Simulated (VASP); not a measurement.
Here is a VASP 6.6.1 calculation.

The input INCAR:

```
ALGO = Normal
DIPOL = 0.5 0.5 0.500
EDIFF = 1E-6
ENCUT = 520
GGA = PS
IDIPOL = 3
ISIF = 2
ISMEAR = 0
LASPH = True
LCHARG = False
LDIPOL = True
LREAL = False
LWAVE = False
NBANDS = 27
NELM = 60
PREC = Accurate
SIGMA = 0.1
```

The input KPOINTS:

```
k-points
0
Gamma
  12 12 1
```

POSCAR

```
Al9N
1.0
    2.8362844918      0.0000000000      0.0000000000
   -1.4181422459      2.4562944222      0.0000000000
    0.0000000000      0.0000000000     37.6442989108
Al N
9 1
Direct
    0.3333333333      0.6666666666      0.2257978033
    0.0000000000      0.0000000000      0.2877072406
    0.6666666667      0.3333333333      0.3496166779
    0.0000000000      0.0000000000      0.4115261153
    0.3333333333      0.6666666666      0.4729161237
    0.0000000000      0.0000000000      0.5342805556
    0.6666666667      0.3333333333      0.5966221375
    0.0000000000      0.0000000000      0.6583877038
    0.3333333333      0.6666666666      0.7209215701
    0.3333333333      1.1666666666      0.7383421039
```

Potentials or basis: VASP PAW PBE potentials, release 64 (Al, N).

The run is started by

```sh
$ cat potpaw_PBE.64/Al/POTCAR potpaw_PBE.64/N/POTCAR > POTCAR
$ mpirun -np 1 vasp_std > vasp.out
```

Question: What does it give for the band gap on the k mesh?

Answer: Zero (bands 16 and 17 overlap by 3.17 eV).

Question: What does it give for the largest force?

Answer: 4.355 eV/Å.

Forces in eV/Å, atoms in the order of the input:
```
Al   0.000  0.000 -0.027
Al  -0.010 -0.006  0.034
Al   0.013  0.007 -0.019
Al  -0.008 -0.005  0.007
Al   0.001  0.001 -0.040
Al   0.021  0.012  0.067
Al  -0.050 -0.029 -0.094
Al   0.129  0.074 -0.299
Al   0.000  0.000 -3.983
N   -0.095 -0.055  4.354
```

Caveat: the PAW data sets were made with another functional, which shifts forces and pressure a little.
